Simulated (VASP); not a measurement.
# H (Pm-3m) in VASP: single point with LDA

Aim: the single point of H with LDA.

Program: VASP 6.6.1. These are calculated values, not measurements. Logs are shortened: lines on timing, memory, paths and dates and some standing lists are left out, and cuts for length are marked.

## 1. The cell of the first run

Symmetry: Pm-3m, No. 221, cubic system. Conventional cell: a = 4.098 Å, b = 4.098 Å, c = 4.098 Å, α = 90.00°, β = 90.00°, γ = 90.00°. Within 5.4 Å of H (site symmetry m-3m) lie 6 H at 4.10 Å.

## 2. Single point, LDA

The input, INCAR:

```
SYSTEM = H
PREC = Accurate ; ENCUT = 500
EDIFF = 1E-6 ; ISMEAR = -1
SIGMA = 0.1 ; LREAL = .False.
LASPH = .True. ; NELM = 120
ALGO = Normal ; ISIF = 2
LWAVE = .False. ; LCHARG = .False.
GGA = CA ; NBANDS = 6
GGA_COMPAT = .False.
```

The input, KPOINTS:

```
regular mesh
0
Gamma
  6 6 6
  0 0 0
```

The input, POSCAR:

```
H
1.0
    4.0979554400      0.0000000000      0.0000000000
    0.0000000000      4.0979554400      0.0000000000
    0.0000000000      0.0000000000      4.0979554400
H
1
Direct
    0.5000000000      0.5000000000      0.5000000000
```

Potentials or basis: VASP PAW LDA potentials, release 64 (H).

On the command line:

```console
$ cat potpaw_LDA.64/H/POTCAR > POTCAR
$ mpirun -np 1 vasp_std > vasp.out
```

OUTCAR:

```text
SYSTEM = H
   PREC = Accurate
   ENCUT = 500
   EDIFF = 1E-6
   ISMEAR = -1
   LREAL = .False.
   LASPH = .True.
   NELM = 120
   ISIF = 2
   GGA = CA

 ion  position               nearest neighbor table
   1  0.500  0.500  0.500-

  LATTYP: Found a simple cubic cell.
 ALAT       =     4.0979554400

  Lattice vectors:

 A1 = (   4.0979554400,   0.0000000000,   0.0000000000)
 A2 = (   0.0000000000,   4.0979554400,   0.0000000000)
 A3 = (   0.0000000000,   0.0000000000,   4.0979554400)

Analysis of symmetry for initial positions (statically):
=====================================================================
 Subroutine PRICEL returns:
 Original cell was already a primitive cell.

 Routine SETGRP: Setting up the symmetry group for a
 simple cubic supercell.

 Subroutine GETGRP returns: Found 48 space group operations
 (whereof 48 operations were pure point group operations)
 out of a pool of 48 trial point group operations.

The static configuration has the point symmetry O_h .

Analysis of symmetry for dynamics (positions and initial velocities):
=====================================================================
 Subroutine PRICEL returns:
 Original cell was already a primitive cell.

 Routine SETGRP: Setting up the symmetry group for a
 simple cubic supercell.

 Subroutine GETGRP returns: Found 48 space group operations
 (whereof 48 operations were pure point group operations)
 out of a pool of 48 trial point group operations.

The dynamic configuration has the point symmetry O_h .

 Subroutine INISYM returns: Found 48 space group operations
 (whereof 48 operations are pure point group operations),
 and found     1 'primitive' translations

----------------------------------------------------------------------------------------

                                     Primitive cell

  volume of cell :      68.8179

  direct lattice vectors                    reciprocal lattice vectors
     4.097955440  0.000000000  0.000000000     0.244024127  0.000000000  0.000000000
     0.000000000  4.097955440  0.000000000     0.000000000  0.244024127  0.000000000
     0.000000000  0.000000000  4.097955440     0.000000000  0.000000000  0.244024127

  length of vectors
     4.097955440  4.097955440  4.097955440     0.244024127  0.244024127  0.244024127

  position of ions in fractional coordinates (direct lattice)
     0.500000000  0.500000000  0.500000000

[... 68 lines left out ...]
   ENCUT  =  500.0 eV  36.75 Ry    6.06 a.u.   7.47  7.47  7.47*2*pi/ulx,y,z
   NELM   =    120;   NELMIN=  2; NELMDL= -5     # of ELM steps
   EDIFF  = 0.1E-05   stopping-criterion for ELM
   LREAL  =      F    real-space projection
   EDIFFG = 0.1E-04   stopping-criterion for IOM
   NSW    =      0    number of steps for IOM
   IBRION =     -1    ionic relax: 0-MD 1-quasi-New 2-CG
   NFREE  =      0    steps in history (QN), initial steepest desc. (CG)
   ISIF   =      2    stress and relaxation
   ISYM   =      2    0-nonsym 1-usesym 2-fastsym
   POTIM  = 0.5000    time-step for ionic-motion
   TEBEG  =    0.0;   TEEND  =   0.0 temperature during run
   PSTRESS=    0.0 pullay stress
   NELECT =       1.0000    total number of electrons
   NUPDOWN=      -1.0000    fix difference up-down
   EMIN   =  10.00;   EMAX   =-10.00  energy-range for DOS
   EFERMI =   0.00;   METHOD = LEGACY
   ISMEAR =    -1;   SIGMA  =   0.10  broadening in eV -4-tet -1-fermi 0-gaus
   EFERMI_NEDOS =   21; number of points for ismear=-14 and -15
   IALGO  =     38    algorithm
   IMIX   =      4    mixing-type and parameters
     AMIX     =   0.40;   BMIX     =  1.00
     AMIX_MAG =   1.60;   BMIX_MAG =  1.00
  volume/ion in A,a.u.               =      68.82       464.41
  Fermi-wavevector in a.u.,A,eV,Ry     =   0.399492  0.754930  2.171401  0.159593
  Thomas-Fermi vector in A             =   1.347745
   LORBIT       =      0    0 simple, 1 ext, 2 COOP (PROOUT), +10 PAW based schemes
   GGA     = CA    functional components
   LHFCALC =     F    Hartree Fock is set to
   AEXX    =    0.0000 exact exchange contribution
   IVDW    =     0    specifies the selected vdW correction
   LEPSILON=     F    determine dielectric tensor
   LRPA    =     F    only Hartree local field effects (RPA)
 non-spin polarized calculation
  energy-cutoff  :      500.00
  volume of cell :       68.82
 maximum number of plane-waves:      1775
 NGX is ok and might be reduce to    30
   NGX = 15   NGY = 15   NGZ = 15

 number of electron       0.9999999 magnetization

 Free energy of the ion-electron system (eV)
  ---------------------------------------------------
  ext. energy  EPLUGINS =         0.00000000
  ---------------------------------------------------
  free energy    TOTEN  =        -0.22448844 eV

  energy without entropy =       -0.13208230  energy(sigma->0) =       -0.17828537

 E-fermi :  -6.0862     XC(G=0):  -3.1586

 val. band max:       -6.1423854396   @ k =   0.5000   0.1667   0.0000
 cond. band min:      -6.0811272281   @ k =   0.3333   0.3333   0.0000
 fundamental gap:      0.0612582115
 Fermi energy:        -6.0862253791

 k-point     1 :       0.0000    0.0000    0.0000
  band No.  band energies     occupation
      1      -6.6116      1.98960
      2       0.7961      0.00000
      3       5.5270      0.00000
      4       5.5270      0.00000
      5       5.5270      0.00000
      6       6.4577      0.00000
[... 163 lines left out ...]
 k-point    20 :       0.5000    0.5000    0.5000
  band No.  band energies     occupation
      1      -5.6680      0.03008
      2       3.1178      0.00000
      3       3.1178      0.00000
      4       3.1178      0.00000
      5       4.6228      0.00000
      6       4.6228      0.00000

------------------------ aborting loop because EDIFF is reached ----------------------------------------

  FORCE on cell =-STRESS in cart. coord.  units (eV):
  Direction    XX          YY          ZZ          XY          YZ          ZX
  --------------------------------------------------------------------------------------
  -------------------------------------------------------------------------------------
  Total       -0.2509219     -0.2509219     -0.2509219      0.0000000      0.0000000      0.0000000
  in kB       -5.8418095     -5.8418095     -5.8418095      0.0000000      0.0000000      0.0000000
  external PRESSURE =      -5.8418095 kB  Pullay stress =       0.0000000 kB

 VOLUME and BASIS-vectors are now :
 -----------------------------------------------------------------------------
  energy-cutoff  :      500.00
  volume of cell :       68.82
      direct lattice vectors                 reciprocal lattice vectors
     4.097955440  0.000000000  0.000000000     0.244024127  0.000000000  0.000000000
     0.000000000  4.097955440  0.000000000     0.000000000  0.244024127  0.000000000
     0.000000000  0.000000000  4.097955440     0.000000000  0.000000000  0.244024127

 POSITION                                       TOTAL-FORCE (eV/Angst)
 -----------------------------------------------------------------------------------
      2.04898      2.04898      2.04898         0.000000      0.000000      0.000000
 -----------------------------------------------------------------------------------
    total drift:                                0.000000      0.000000      0.000000

  FREE ENERGIE OF THE ION-ELECTRON SYSTEM (eV)
  ---------------------------------------------------
  free  energy   TOTEN  =        -0.2244884357 eV

  energy  without entropy=       -0.1320822985  energy(sigma->0) =       -0.17828537
```

Run time: 8.3 s. Hardware: 1 thread of Intel Xeon 8259CL, shared host; peak memory 0.13 GiB.

What came out:

```yaml
Free_energy: -0.2245 eV
Pressure: -0.6 GPa
```
